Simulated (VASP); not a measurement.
# MgBe2Te2O (P6/mmm) in VASP: a series of runs

MgBe2Te2O is run at these levels: PBE; tasks: relaxation of cell and atoms, single point.

Program: VASP 6.6.1. These are calculated values, not measurements. Logs are shortened: lines on timing, memory, paths and dates and some standing lists are left out, and cuts for length are marked.

### 1 The cell of the first run

Symmetry: P6/mmm, No. 191, hexagonal system. The conventional cell has a = 4.367 Å, b = 4.367 Å, c = 7.863 Å, α = 90.00°, β = 90.00°, γ = 120.00°. Within 2.7 Å of Mg (site symmetry 6/mmm) lie 2 Te at 2.04 Å and 6 Be at 2.52 Å. Within 3.3 Å of Be (site symmetry -6m2) lie 3 Mg at 2.52 Å and 3 Be at 2.52 Å and 6 Te at 3.24 Å. Te (site symmetry 6mm) has 1 O at 1.90 Å and 1 Mg at 2.04 Å within 2.5 Å. O (site symmetry 6/mmm) has 2 Te at 1.90 Å within 2.5 Å.

The cell was generated, and may not be a known phase.

### 2 Relaxation of cell and atoms, PBE

File INCAR:

```
ALGO     = Normal         # electronic algorithm
EDIFF    = 1E-6           # SCF threshold, eV
EDIFFG   = -0.04          # ionic threshold
ENCUT    = 600            # plane-wave cutoff, eV
GGA      = PE             # functional
IBRION   = 2              # ionic algorithm
ISIF     = 3              # what is computed and relaxed
ISMEAR   = 0              # smearing method
LASPH    = T              # aspherical terms in the spheres
LCHARG   = F              # write CHGCAR
LREAL    = F              # projectors in reciprocal space
LWAVE    = F              # write WAVECAR
NELM     = 60             # most SCF steps
NSW      = 90             # ionic steps
PREC     = Accurate       # precision mode
SIGMA    = 0.1            # smearing width, eV
```

File KPOINTS:

```
k-points
0
Gamma
  6 6 2
```

File POSCAR:

```
MgBe2Te2O
1.0
    4.3674951400      0.0000000000      0.0000000000
   -2.1837475700      3.7823617500      0.0000000000
    0.0000000000      0.0000000000      7.8633194800
Mg Be Te O
1 2 2 1
Direct
    0.0000000000      0.0000000000      0.0000000000
    0.3333333300      0.6666666700      0.0000000000
    0.6666666700      0.3333333300      0.0000000000
    0.0000000000      0.0000000000      0.7411363400
    0.0000000000      0.0000000000      0.2588636600
    0.0000000000      0.0000000000      0.5000000000
```

Potentials or basis: VASP PAW PBE potentials, release 64 (Mg, Be, Te, O).

Started as:

```
$ cat potpaw_PBE.64/Mg/POTCAR potpaw_PBE.64/Be/POTCAR potpaw_PBE.64/Te/POTCAR potpaw_PBE.64/O/POTCAR > POTCAR
$ mpirun -np 1 vasp_std > vasp.out
```

OUTCAR:

```text
EDIFF = 1E-6
   EDIFFG = -0.04
   ENCUT = 600
   GGA = PE
   IBRION = 2
   ISIF = 3
   ISMEAR = 0
   LASPH = T
   LREAL = F
   NELM = 60
   NSW = 90
   PREC = Accurate

 ion  position               nearest neighbor table
   1  0.000  0.000  0.000-   4 2.04   5 2.04   2 2.52   3 2.52   3 2.52   2 2.52   3 2.52   2 2.52

   2  0.333  0.667  0.000-   1 2.52   1 2.52   1 2.52
   3  0.667  0.333  0.000-   1 2.52   1 2.52   1 2.52
   4  0.000  0.000  0.741-   6 1.90   1 2.04
   5  0.000  0.000  0.259-   6 1.90   1 2.04
   6  0.000  0.000  0.500-   4 1.90   5 1.90

  LATTYP: Found a hexagonal cell.
 ALAT       =     4.3674951400
 C/A-ratio  =     1.8004185987

  Lattice vectors:

 A1 = (   4.3674951400,   0.0000000000,   0.0000000000)
 A2 = (  -2.1837475700,   3.7823617500,   0.0000000000)
 A3 = (   0.0000000000,   0.0000000000,   7.8633194800)

Analysis of symmetry for initial positions (statically):
=====================================================================
 Subroutine PRICEL returns:
 Original cell was already a primitive cell.

 Routine SETGRP: Setting up the symmetry group for a
 hexagonal supercell.

 Subroutine GETGRP returns: Found 24 space group operations
 (whereof 24 operations were pure point group operations)
 out of a pool of 24 trial point group operations.

The static configuration has the point symmetry D_6h.

Analysis of symmetry for dynamics (positions and initial velocities):
=====================================================================
 Subroutine PRICEL returns:
 Original cell was already a primitive cell.

 Routine SETGRP: Setting up the symmetry group for a
 hexagonal supercell.

 Subroutine GETGRP returns: Found 24 space group operations
 (whereof 24 operations were pure point group operations)
 out of a pool of 24 trial point group operations.

The dynamic configuration has the point symmetry D_6h.

 Subroutine INISYM returns: Found 24 space group operations
 (whereof 24 operations are pure point group operations),
 and found     1 'primitive' translations

----------------------------------------------------------------------------------------

                                     Primitive cell

  volume of cell :     129.8977

  direct lattice vectors                    reciprocal lattice vectors
     4.367495140  0.000000000  0.000000000     0.228964193  0.132192538  0.000000000
    -2.183747570  3.782361750  0.000000000     0.000000000  0.264385076  0.000000000
     0.000000000  0.000000000  7.863319480     0.000000000  0.000000000  0.127172755

  length of vectors
     4.367495140  4.367495147  7.863319480     0.264385077  0.264385076  0.127172755

  position of ions in fractional coordinates (direct lattice)
     0.000000000  0.000000000  0.000000000
     0.333333330  0.666666670  0.000000000
     0.666666670  0.333333330  0.000000000
     0.000000000  0.000000000  0.741136340
     0.000000000  0.000000000  0.258863660
     0.000000000  0.000000000  0.500000000

  ion indices of the primitive-cell ions
   primitive index   ion index
                 1           1
                 2           2
                 3           3
                 4           4
                 5           5
                 6           6

----------------------------------------------------------------------------------------

 KPOINTS: k-points

Automatic generation of k-mesh.
 Grid dimensions read from file:
 generate k-points for:    6    6    2

 Generating k-lattice:

  Cartesian coordinates                     Fractional coordinates (reciprocal lattice)
     0.038160699  0.022032090  0.000000000     0.166666667  0.000000000  0.000000000
     0.000000000  0.044064179  0.000000000     0.000000000  0.166666667  0.000000000
     0.000000000  0.000000000  0.063586377     0.000000000  0.000000000  0.500000000

  Length of vectors
     0.044064179  0.044064179  0.063586377

  Shift w.r.t. Gamma in fractional coordinates (k-lattice)
     0.000000000  0.000000000  0.000000000

 Subroutine IBZKPT returns following result:
 ===========================================

 Found     14 irreducible k-points:

 Following reciprocal coordinates:
            Coordinates               Weight
  0.000000  0.000000  0.000000      1.000000
  0.166667 -0.000000  0.000000      6.000000
  0.333333 -0.000000  0.000000      6.000000
  0.500000  0.000000  0.000000      3.000000
  0.166667  0.166667  0.000000      6.000000
  0.333333  0.166667  0.000000     12.000000
  0.333333  0.333333  0.000000      2.000000
  0.000000  0.000000  0.500000      1.000000
  0.166667 -0.000000  0.500000      6.000000
  0.333333 -0.000000  0.500000      6.000000
  0.500000  0.000000  0.500000      3.000000
  0.166667  0.166667  0.500000      6.000000
  0.333333  0.166667  0.500000     12.000000
  0.333333  0.333333  0.500000      2.000000
   k-points           NKPTS =     14   k-points in BZ     NKDIM =     14   number of bands    NBANDS=     16
   number of dos      NEDOS =    301   number of ions     NIONS =      6
   total plane-waves  NPLWV =  82944
   dimension x,y,z NGX =    36 NGY =   36 NGZ =   64
   dimension x,y,z NGXF=    72 NGYF=   72 NGZF=  128
   ions per type =               1   2   2   1
   NGX,Y,Z   is equivalent  to a cutoff of  13.70, 13.70, 13.53 a.u.
   NGXF,Y,Z  is equivalent  to a cutoff of  27.41, 27.41, 27.06 a.u.
 SYSTEM =  unknown system
   PREC   = accura    normal or accurate (medium, high low for compatibility)
   ISTART =      0    job   : 0-new  1-cont  2-samecut
   ICHARG =      2    charge: 1-file 2-atom 10-const
   ISPIN  =      1    spin polarized calculation?
   LNONCOLLINEAR =      F non collinear calculations
   LSORBIT =      F    spin-orbit coupling
   LASPH  =      T    aspherical Exc in radial PAW
   ENCUT  =  600.0 eV  44.10 Ry    6.64 a.u.   8.72  8.72 15.71*2*pi/ulx,y,z
   NELM   =     60;   NELMIN=  2; NELMDL= -5     # of ELM steps
   EDIFF  = 0.1E-05   stopping-criterion for ELM
   LREAL  =      F    real-space projection
   EDIFFG = -.4E-01   stopping-criterion for IOM
   NSW    =     90    number of steps for IOM
   IBRION =      2    ionic relax: 0-MD 1-quasi-New 2-CG
   NFREE  =      1    steps in history (QN), initial steepest desc. (CG)
   ISIF   =      3    stress and relaxation
   ISYM   =      2    0-nonsym 1-usesym 2-fastsym
   POTIM  = 0.5000    time-step for ionic-motion
   TEBEG  =    0.0;   TEEND  =   0.0 temperature during run
   PSTRESS=    0.0 pullay stress
   NELECT =      24.0000    total number of electrons
   NUPDOWN=      -1.0000    fix difference up-down
   EMIN   =  10.00;   EMAX   =-10.00  energy-range for DOS
   EFERMI =   0.00;   METHOD = LEGACY
   ISMEAR =     0;   SIGMA  =   0.10  broadening in eV -4-tet -1-fermi 0-gaus
   EFERMI_NEDOS =   21; number of points for ismear=-14 and -15
   IALGO  =     38    algorithm
   IMIX   =      4    mixing-type and parameters
     AMIX     =   0.40;   BMIX     =  1.00
     AMIX_MAG =   1.60;   BMIX_MAG =  1.00
  volume/ion in A,a.u.               =      21.65       146.10
  Fermi-wavevector in a.u.,A,eV,Ry     =   0.932420  1.762018 11.828993  0.869406
  Thomas-Fermi vector in A             =   2.059015
   LORBIT       =      0    0 simple, 1 ext, 2 COOP (PROOUT), +10 PAW based schemes
   GGA     = PE    functional components
   LHFCALC =     F    Hartree Fock is set to
   AEXX    =    0.0000 exact exchange contribution
   IVDW    =     0    specifies the selected vdW correction
   LEPSILON=     F    determine dielectric tensor
   LRPA    =     F    only Hartree local field effects (RPA)
 conjugate gradient relaxation of ions
 non-spin polarized calculation
 Gauss-broadening in eV      SIGMA  =   0.10
  energy-cutoff  :      600.00
  volume of cell :      129.90
 maximum number of plane-waves:      4352
 NGX is ok and might be reduce to    36
   NGX = 17   NGY = 17   NGZ = 31

--------------------------------------- Ionic step        1  -------------------------------------------

 number of electron      23.9999996 magnetization

 Free energy of the ion-electron system (eV)
  ---------------------------------------------------
  ext. energy  EPLUGINS =         0.00000000
  ---------------------------------------------------
  free energy    TOTEN  =       -11.19939130 eV

  energy without entropy =      -11.19018773  energy(sigma->0) =      -11.19478951

------------------------ aborting loop because EDIFF is reached ----------------------------------------

  FORCE on cell =-STRESS in cart. coord.  units (eV):
  Direction    XX          YY          ZZ          XY          YZ          ZX
  --------------------------------------------------------------------------------------
  -------------------------------------------------------------------------------------
  Total       -1.3994603     -1.3994603     55.3599830      0.0000000     -0.0000000      0.0000000
  in kB      -17.2611512    -17.2611513    682.8182438      0.0000000     -0.0000000      0.0000000
  external PRESSURE =     216.0986471 kB  Pullay stress =       0.0000000 kB
[... 305 lines left out ...]
  energy  without entropy=      -16.9399020849  energy(sigma->0) =      -16.94707736

--------------------------------------- Ionic step        9  -------------------------------------------

 number of electron      24.0000003 magnetization

 Free energy of the ion-electron system (eV)
  ---------------------------------------------------
  ext. energy  EPLUGINS =         0.00000000
  ---------------------------------------------------
  free energy    TOTEN  =       -16.95694996 eV

  energy without entropy =      -16.94292240  energy(sigma->0) =      -16.94993618

 E-fermi :   2.5958     XC(G=0):  -8.2331

 val. band max:        2.5937667976   @ k =   0.0000   0.0000   0.5000
 cond. band min:       2.6127742322   @ k =   0.1667  -0.0000   0.5000
 fundamental gap:      0.0190074347
 Fermi energy:         2.5957692751

 k-point     1 :       0.0000    0.0000    0.0000
  band No.  band energies     occupation
      1     -16.2572      2.00000
      2      -9.1610      2.00000
      3      -7.7749      2.00000
      4      -3.5052      2.00000
      5      -3.3101      2.00000
      6      -0.6646      2.00000
[... 8 lines left out ...]
     15       3.4471      0.00000
     16       6.0910      0.00000
[... 278 lines left out ...]
  FREE ENERGIE OF THE ION-ELECTRON SYSTEM (eV)
  ---------------------------------------------------
  free  energy   TOTEN  =       -16.9569499594 eV

  energy  without entropy=      -16.9429223988  energy(sigma->0) =      -16.94993618

 reached required accuracy - stopping structural energy minimisation
```

Wall time 2.7 min (1 thread of Intel Xeon 6975P-C (Granite Rapids), shared host); peak memory 0.31 GiB.

Results:

| Quantity | Value |
| --- | --- |
| Free energy | -16.9569 eV |
| Relaxed volume | 24.29 Å³/atom |
| Relaxed cell | a = 4.183 Å, b = 4.183 Å, c = 9.617 Å, α = 90.00°, β = 90.00°, γ = 120.00° |
| Space group after relaxing (to 0.1 Å) | P6/mmm (No. 191) |
| Energy gained by relaxing | 959.6 meV/atom |
| Ionic steps | 9 |
| Pressure after relaxing | 0.0 GPa |
| Largest force after relaxing | 0.005 eV/Å |
| Band gap on the k mesh | zero (bands 12 and 13 overlap by 1.99 eV) |

Forces in eV/Å, atoms in the order of the input:
```
Mg   0.000  0.000  0.000
Be   0.000  0.000  0.000
Be   0.000  0.000  0.000
Te   0.000  0.000 -0.005
Te   0.000  0.000  0.005
O    0.000  0.000  0.000
```

The path:
```csv
step,energy change (eV),largest force (eV/Å),pressure (GPa),volume (Å³)
1,0.0000,8.0461,21.61,129.90
2,-4.4984,1.5074,-5.93,183.52
3,-5.6662,0.0725,-1.66,157.53
4,-5.6660,0.0941,-1.46,156.99
5,-5.7300,0.0203,-1.03,152.01
6,-5.7549,0.1261,-0.48,147.39
7,-5.7554,0.1443,-0.38,146.65
8,-5.7549,0.1531,0.45,144.73
9,-5.7576,0.0052,0.02,145.73
```

Final structure:
```xyz
6
Lattice="4.1831 0.0000 0.0000 -2.0915 3.6226 0.0000 0.0000 0.0000 9.6169" Properties=species:S:1:pos:R:3 pbc="T T T"
Mg    0.0000    0.0000    0.0000
Be    0.0000    2.4151    9.6169
Be    2.0915    1.2075    0.0000
Te    0.0000    0.0000    6.8245
Te    0.0000    0.0000    2.7923
O     0.0000    0.0000    4.8084
```

Levels at points of the mesh, in eV from the Fermi level:
```tsv
k point	band 9	band 10	band 11	band 12	band 13	band 14	band 15	band 16
(0.00, 0.00, 0.00)	0.15	0.15	0.47	0.72	0.72	0.85	0.85	3.50
(0.50, 0.00, 0.00)	-2.86	-1.14	-0.66	-0.54	0.76	0.99	1.95	2.09
(0.00, 0.00, 0.50)	0.00	0.00	0.85	0.85	0.95	0.95	2.48	2.67
(0.50, 0.00, 0.50)	-1.73	-1.66	-1.42	-0.36	0.33	0.33	2.17	2.41
```

Caveat: the k points lie up to 0.33 Å⁻¹ apart in the final cell, too coarse for converged energies and pressures of a metal; a cell axis changed by over 15 % at a fixed basis, so the end point is rough; spin-orbit coupling is left out, which moves the levels of the heavy elements.

### 3 Single point, PBE

This run uses another cell than the first one, of 24.36 Å³/atom.

File INCAR:

```
SYSTEM = MgBe2Te2O
PREC = Accurate ; ENCUT = 520
EDIFF = 1E-7 ; ISMEAR = 0
SIGMA = 0.1 ; LREAL = .FALSE.
LASPH = .TRUE. ; NELM = 80
ALGO = Normal ; ISIF = 2
LWAVE = .FALSE. ; LCHARG = .FALSE.
GGA = PE ; NBANDS = 21
```

File KPOINTS:

```
regular mesh
0
G
  12 12 4
  0 0 0
```

File POSCAR:

```
MgBe2Te2O
1.0
    4.1763935327      0.0000000000      0.0000000000
   -2.0881967663      3.6168628955      0.0000000000
    0.0000000000      0.0000000000      9.6756466388
Mg Be Te O
1 2 2 1
Direct
    0.0000000000      0.0000000000      0.0000000000
    0.3333333333      0.6666666667      0.0000000000
    0.6666666667      0.3333333333      0.0000000000
    0.0000000000      0.0000000000      0.7074270114
    0.0000000000      0.0000000000      0.2925729886
    0.0000000000      0.0000000000      0.5000000000
```

Potentials or basis: VASP PAW PBE potentials, release 64 (Mg, Be, Te, O).

Started as:

```
$ cat potpaw_PBE.64/Mg/POTCAR potpaw_PBE.64/Be/POTCAR potpaw_PBE.64/Te/POTCAR potpaw_PBE.64/O/POTCAR > POTCAR
$ mpirun -np 1 vasp_std > vasp.out
```

It took 88 s on 1 thread of Intel Xeon 6975P-C (Granite Rapids), shared host; peak memory 0.38 GiB.

The run converged. Its results:

* Free energy: -16.9180 eV
* Pressure: 0.0 GPa
* Largest force: 0.028 eV/Å
* Band gap on the k mesh: zero (bands 12 and 13 overlap by 2.01 eV)

Forces on the atoms (eV/Å):
```
Mg   0.000  0.000  0.000
Be   0.000  0.000  0.000
Be   0.000  0.000  0.000
Te   0.000  0.000 -0.028
Te   0.000  0.000  0.028
O    0.000  0.000  0.000
```

Stress tensor (GPa, compression positive):
```
 0.03  0.00  0.00
 0.00  0.03  0.00
 0.00  0.00 -0.22
```

Levels at points of the mesh, in eV from the Fermi level:
| k point | band 10 | band 11 | band 12 | band 13 | band 14 | band 15 |
| --- | --- | --- | --- | --- | --- | --- |
| (0.00, 0.00, 0.00) | 0.15 | 0.44 | 0.75 | 0.75 | 0.87 | 0.87 |
| (0.50, 0.00, 0.00) | -1.11 | -0.72 | -0.54 | 0.77 | 0.95 | 1.91 |
| (0.00, 0.00, 0.50) | 0.02 | 0.87 | 0.87 | 0.97 | 0.97 | 2.44 |
| (0.50, 0.00, 0.50) | -1.68 | -1.38 | -0.36 | 0.28 | 0.33 | 2.20 |

Caveat: spin-orbit coupling is left out, which moves the levels of the heavy elements.

### 4 Relaxation of cell and atoms, PBE

This run uses another cell than the first one, of 24.28 Å³/atom.

File INCAR:

```
  PREC = Accurate
  ENCUT = 600
  EDIFF = 1E-7
  ISMEAR = 0
  SIGMA = 0.1
  LREAL = F
  LASPH = T
  NELM = 100
  ALGO = Normal
  ISIF = 3
  LWAVE = F
  LCHARG = F
  GGA = PE
  IBRION = 2
  NSW = 100
  EDIFFG = -0.01
```

File KPOINTS:

```
Automatic mesh
0
Gamma
  12 12 4
```

File POSCAR:

```
MgBe2Te2O
1.0
    4.1822108800      0.0000000000      0.0000000000
   -2.0911054400      3.6219008660      0.0000000000
    0.0000000000      0.0000000000      9.6192836702
Mg Be Te O
1 2 2 1
Direct
    0.0000000000      0.0000000000      0.0000000000
    0.3333333333      0.6666666667      0.0000000000
    0.6666666667      0.3333333333      0.0000000000
    0.0000000000      0.0000000000      0.7098438360
    0.0000000000      0.0000000000      0.2901561640
    0.0000000000      0.0000000000      0.5000000000
```

Started as:

```
$ cat potpaw_PBE.64/Mg/POTCAR potpaw_PBE.64/Be/POTCAR potpaw_PBE.64/Te/POTCAR potpaw_PBE.64/O/POTCAR > POTCAR
$ mpirun -np 1 vasp_std > vasp.out
```

It took 6.1 min on 1 thread of Intel Xeon 6975P-C (Granite Rapids), shared host; peak memory 0.48 GiB.

It converged, with:

```yaml
Free_energy: -16.9202 eV
Relaxed_volume: 24.37 Å³/atom
Relaxed_cell: a = 4.180 Å, b = 4.180 Å, c = 9.665 Å, α = 90.00°, β = 90.00°, γ = 120.00°
Space_group_after_relaxing_to_0.1_Å: P6/mmm (No. 191)
Energy_gained_by_relaxing: 0.9 meV/atom
Ionic_steps: 5
Pressure_after_relaxing: 0.0 GPa
Band_gap_on_the_k_mesh: zero (bands 12 and 13 overlap by 2.01 eV)
```

Step by step:
```tsv
step	energy change (eV)	largest force (eV/Å)	pressure (GPa)	volume (Å³)
1	0.0000	0.2615	-0.11	145.71
2	-0.0034	0.0298	0.23	145.36
3	-0.0034	0.0388	0.22	145.38
4	-0.0054	0.0135	0.06	145.92
5	-0.0056	0.0015	-0.03	146.21
```

Final structure:
```xyz
6
Lattice="4.1796 0.0000 0.0000 -2.0898 3.6196 0.0000 0.0000 0.0000 9.6648" Properties=species:S:1:pos:R:3 pbc="T T T"
Mg    0.0000    0.0000    0.0000
Be    0.0000    2.4131    0.0000
Be    2.0898    1.2065    0.0000
Te    0.0000    0.0000    6.8369
Te   -2.0898    3.6196    2.8279
O     0.0000    0.0000    4.8324
```

Levels at points of the mesh, in eV from the Fermi level:
| k point | band 8 | band 9 | band 10 | band 11 | band 12 | band 13 | band 14 | band 15 | band 16 |
| --- | --- | --- | --- | --- | --- | --- | --- | --- | --- |
| (0.00, 0.00, 0.00) | -0.10 | 0.14 | 0.14 | 0.45 | 0.74 | 0.74 | 0.86 | 0.86 | 3.46 |
| (0.50, 0.00, 0.00) | -3.57 | -2.85 | -1.12 | -0.72 | -0.54 | 0.77 | 0.95 | 1.91 | 2.02 |
| (0.00, 0.00, 0.50) | -1.85 | 0.01 | 0.01 | 0.86 | 0.86 | 0.96 | 0.96 | 2.44 | 2.67 |
| (0.50, 0.00, 0.50) | -3.12 | -1.79 | -1.68 | -1.39 | -0.35 | 0.28 | 0.33 | 2.19 | 2.33 |

Caveat: spin-orbit coupling is left out, which moves the levels of the heavy elements.

### 5 The runs side by side

```csv
task,cell,k mesh,cutoff (eV),gap on the mesh (eV),pressure (GPa),relaxed volume (Å³/atom),largest force (eV/Å)
relaxation of cell and atoms,"relaxed from a = 4.367, b = 4.367, c = 7.863 Å, angles 90.0, 90.0, 120.0°, 6 atoms, atomic positions A",6 × 6 × 2,600,none,0.0,24.29,0.01
single point,"a = 4.176, b = 4.176, c = 9.676 Å, angles 90.0, 90.0, 120.0°, 6 atoms, atomic positions B",12 × 12 × 4,520,none,0.0,-,0.03
relaxation of cell and atoms,"relaxed from a = 4.182, b = 4.182, c = 9.619 Å, angles 90.0, 90.0, 120.0°, 6 atoms, atomic positions C",12 × 12 × 4,600,none,0.0,24.37,-
```

Alike in all rows: level PBE; potentials or basis VASP PAW PBE potentials, release 64 (Mg, Be, Te, O); no spin polarisation; smearing gaussian 0.1 eV.

Caveats: some runs use coarse meshes; spin-orbit coupling is left out, which moves the levels of the heavy elements; a cell axis changed by over 15 % at a fixed basis, so the end point is rough (at least some runs).

Absolute energies hang on the potentials; compare differences alone.
